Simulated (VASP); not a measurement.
# MoS2 (P-3m1) in VASP: further runs, part 2 of 2

VASP 6.6.1. The steps go on from the part before.

## (3) Single point, PBE, collinear spin (20.73 Å³/atom)

This run uses another cell than the first one, of 20.73 Å³/atom.

Input file INCAR:

```
SYSTEM = MoS2
PREC = Accurate
ENCUT = 520
EDIFF = 1E-6
ISMEAR = 0
SIGMA = 0.05
LREAL = .False.
LASPH = .True.
NELM = 150
ALGO = Normal
ISIF = 2
LWAVE = .False.
LCHARG = .False.
ISPIN = 2
MAGMOM = 0.05 0 0
LORBIT = 11
LMAXMIX = 4
GGA = PE
NBANDS = 24
```

Input file KPOINTS:

```
Automatic mesh
0
Gamma
  12 12 6
  0 0 0
```

Input file POSCAR:

```
MoS2
1.0
    3.1962602273      0.0000000000      0.0000000000
   -1.5981301137      2.7680425540      0.0000000000
    0.0000000000      0.0000000000      7.0299706232
Mo S
1 2
Direct
    0.0000000000      0.0000000000      0.0000000000
    0.3333333333      0.6666666667      0.2250757110
    0.6666666667      0.3333333333      0.7749242890
```

Potentials or basis: VASP PAW PBE potentials, release 64 (Mo_sv, S).

Launch:

```
$ cat potpaw_PBE.64/Mo_sv/POTCAR potpaw_PBE.64/S/POTCAR > POTCAR
$ mpirun -np 1 vasp_std > vasp.out
```

OUTCAR:

```text
SYSTEM = MoS2
   PREC = Accurate
   ENCUT = 520
   EDIFF = 1E-6
   ISMEAR = 0
   LREAL = .False.
   LASPH = .True.
   NELM = 150
   ISIF = 2
   ISPIN = 2
   LORBIT = 11
   GGA = PE

 ion  position               nearest neighbor table
   1  0.000  0.000  0.000-   2 2.43   3 2.43   3 2.43   2 2.43   3 2.43   2 2.43
   2  0.333  0.667  0.225-   1 2.43   1 2.43   1 2.43
   3  0.667  0.333  0.775-   1 2.43   1 2.43   1 2.43

  LATTYP: Found a hexagonal cell.
 ALAT       =     3.1962602273
 C/A-ratio  =     2.1994362546

  Lattice vectors:

[... 1519 lines left out ...]
  energy-cutoff  :      520.00
  volume of cell :       62.20
      direct lattice vectors                 reciprocal lattice vectors
     3.196260227  0.000000000  0.000000000     0.312865639  0.180633061  0.000000000
    -1.598130114  2.768042554  0.000000000     0.000000000  0.361266122  0.000000000
     0.000000000  0.000000000  7.029970623     0.000000000  0.000000000  0.142248105

 POSITION                                       TOTAL-FORCE (eV/Angst)
 -----------------------------------------------------------------------------------
      0.00000      0.00000      0.00000        -0.000000      0.000000      0.000000
     -0.00000      1.84536      1.58228         0.000000      0.000000     -0.003320
      1.59813      0.92268      5.44769         0.000000     -0.000000      0.003320
 -----------------------------------------------------------------------------------
    total drift:                                0.000000     -0.000000     -0.000000

  FREE ENERGIE OF THE ION-ELECTRON SYSTEM (eV)
  ---------------------------------------------------
  free  energy   TOTEN  =       -21.0170666443 eV

  energy  without entropy=      -21.0145665923  energy(sigma->0) =      -21.01581662

 total charge

# of ion       s       p       d       tot
------------------------------------------
    1        2.287   6.209   3.877  12.374
    2        1.366   2.318   0.000   3.684
    3        1.366   2.318   0.000   3.684
--------------------------------------------------
tot          5.019  10.845   3.877  19.741

 magnetization (x)

# of ion       s       p       d       tot
------------------------------------------
    1       -0.000  -0.000  -0.000  -0.000
    2       -0.000   0.000   0.000   0.000
    3       -0.000   0.000   0.000   0.000
--------------------------------------------------
tot         -0.000  -0.000  -0.000  -0.000
```

Run time: 99 s. Hardware: 1 thread of Intel Xeon 6975P-C (Granite Rapids), shared host; peak memory 0.35 GiB.

What came out:

- Free energy: -21.0171 eV
- Pressure: -0.2 GPa
- Largest force: 0.003 eV/Å
- Band gap on the k mesh: zero (filled and empty bands overlap)
- Net moment: 0.00 μB per cell
- Valence electrons inside the program's atomic spheres: Mo 12.37; S 3.68

Forces in eV/Å, atoms in the order of the input:
```
Mo   0.000  0.000  0.000
S    0.000  0.000 -0.003
S    0.000  0.000  0.003
```

Stress tensor (GPa, compression positive):
```
-0.27  0.00  0.00
 0.00 -0.27  0.00
 0.00  0.00 -0.17
```

Caveat: this functional lacks dispersion, which binds layers or chains, so the pressure and a relaxed spacing across them are unreliable.

## (4) Relaxation of shape and atoms at fixed volume, PBE, collinear spin (18.84 Å³/atom)

This run uses another cell than the first one, of 18.84 Å³/atom.

Input file INCAR:

```
PREC = Accurate
ENCUT = 600
EDIFF = 1E-6
ISMEAR = 0
SIGMA = 0.05
LREAL = F
LASPH = T
NELM = 150
ALGO = Normal
ISIF = 4
LWAVE = F
LCHARG = F
ISPIN = 2
MAGMOM = 0.05 0 0
LORBIT = 11
LMAXMIX = 4
GGA = PE
IBRION = 2
NSW = 60
EDIFFG = -0.01
```

Input file KPOINTS:

```
Automatic mesh
0
Gamma
  12 12 6
```

Input file POSCAR:

```
MoS2
1.0
    3.1729864031      0.0000000000      0.0000000000
   -1.5864932016      2.7478868310      0.0000000000
    0.0000000000      0.0000000000      6.4818625680
Mo S
1 2
Direct
    0.0000000000      0.0000000000      0.0000000000
    0.3333333333      0.6666666667      0.2431495074
    0.6666666667      0.3333333333      0.7568504926
```

Launch:

```
$ cat potpaw_PBE.64/Mo_sv/POTCAR potpaw_PBE.64/S/POTCAR > POTCAR
$ mpirun -np 1 vasp_std > vasp.out
```

Wall time 17 min (1 thread of Oxide Virtual Turin-like, shared host); peak memory 0.33 GiB.

The run converged. Its results:

| Item | Value |
| --- | --- |
| Free energy | -21.0133 eV |
| Energy gained by relaxing | 1.6 meV/atom |
| Ionic steps | 5 |
| Pressure after relaxing | 0.5 GPa |
| Largest force after relaxing | 0.004 eV/Å |
| Band gap on the k mesh | zero (filled and empty bands overlap) |
| Net moment | 0.00 μB per cell |
| Valence electrons inside the program's atomic spheres | Mo 12.39; S 3.68 |

Forces in eV/Å, atoms in the order of the input:
```
Mo   0.000  0.000  0.000
S    0.000  0.000  0.004
S    0.000  0.000 -0.004
```

The path:
```
step  energy change (eV)  largest force (eV/Å)  pressure (GPa)  volume (Å³)
   1              0.0000                0.2373            2.36        56.52
   2             -0.0032                0.0466            1.31        56.52
   3             -0.0033                0.0108            1.11        56.52
   4             -0.0040                0.0082            0.96        56.52
   5             -0.0048                0.0044            0.54        56.52
```

Final structure:
```cif
data_structure
_symmetry_space_group_name_H-M 'P 1'
_symmetry_Int_Tables_number 1
_cell_length_a 3.1893
_cell_length_b 3.1893
_cell_length_c 6.4157
_cell_angle_alpha 90.000
_cell_angle_beta 90.000
_cell_angle_gamma 120.000
_cell_volume 56.52
loop_
_atom_site_label
_atom_site_type_symbol
_atom_site_fract_x
_atom_site_fract_y
_atom_site_fract_z
_atom_site_occupancy
Mo1 Mo 0.00000 0.00000 0.00000 1
S1 S 0.33333 0.66667 0.24663 1
S2 S 0.66667 0.33333 0.75337 1
```

Levels at points of the mesh, in eV from the Fermi level:
Spin up:
```csv
k point,band 10,band 11,band 12,band 13,band 14,band 15,band 16,band 17
"(0.00, 0.00, 0.00)",-2.03,-1.31,-0.89,-0.89,-0.20,-0.20,3.12,3.12
"(0.50, 0.00, 0.00)",-3.99,-3.21,-1.90,-1.67,1.09,1.76,3.52,3.81
"(0.00, 0.00, 0.50)",-3.73,-0.90,-0.90,-0.32,-0.27,-0.27,3.26,3.26
"(0.50, 0.00, 0.50)",-4.04,-2.48,-2.26,-1.53,1.09,1.81,3.22,4.50
```
Spin down:
```
           k point  band 10  band 11  band 12  band 13  band 14  band 15  band 16  band 17
(0.00, 0.00, 0.00)    -2.03    -1.31    -0.89    -0.89    -0.20    -0.20     3.12     3.12
(0.50, 0.00, 0.00)    -3.99    -3.21    -1.90    -1.67     1.09     1.76     3.52     3.81
(0.00, 0.00, 0.50)    -3.73    -0.90    -0.90    -0.32    -0.27    -0.27     3.26     3.26
(0.50, 0.00, 0.50)    -4.04    -2.48    -2.26    -1.53     1.09     1.81     3.22     4.50
```

Caveat: this functional lacks dispersion, which binds layers or chains, so the pressure and a relaxed spacing across them are unreliable.

## (5) The runs side by side

| task | cell | cutoff (eV) | gap on the mesh (eV) | pressure (GPa) | moment (μB) |
| --- | --- | --- | --- | --- | --- |
| single point | a = 3.196, b = 3.196, c = 6.895 Å, angles 90.0, 90.0, 120.0°, 3 atoms, atomic positions A | 520 | none | -0.2 | 0.00 |
| single point | a = 3.196, b = 3.196, c = 7.030 Å, angles 90.0, 90.0, 120.0°, 3 atoms, atomic positions B | 520 | none | -0.2 | 0.00 |
| relaxation of shape and atoms at fixed volume | relaxed from a = 3.173, b = 3.173, c = 6.482 Å, angles 90.0, 90.0, 120.0°, 3 atoms, atomic positions C | 600 | none | 0.5 | 0.00 |

Alike in all rows: level PBE; potentials or basis VASP PAW PBE potentials, release 64 (Mo_sv, S); spin collinear; k mesh 12 × 12 × 6; smearing gaussian 0.05 eV.

Caveats: this functional lacks dispersion, which binds layers or chains, so the pressure and a relaxed spacing across them are unreliable.

Total energies depend on the potentials used, so only differences within one code and one set of settings carry meaning.
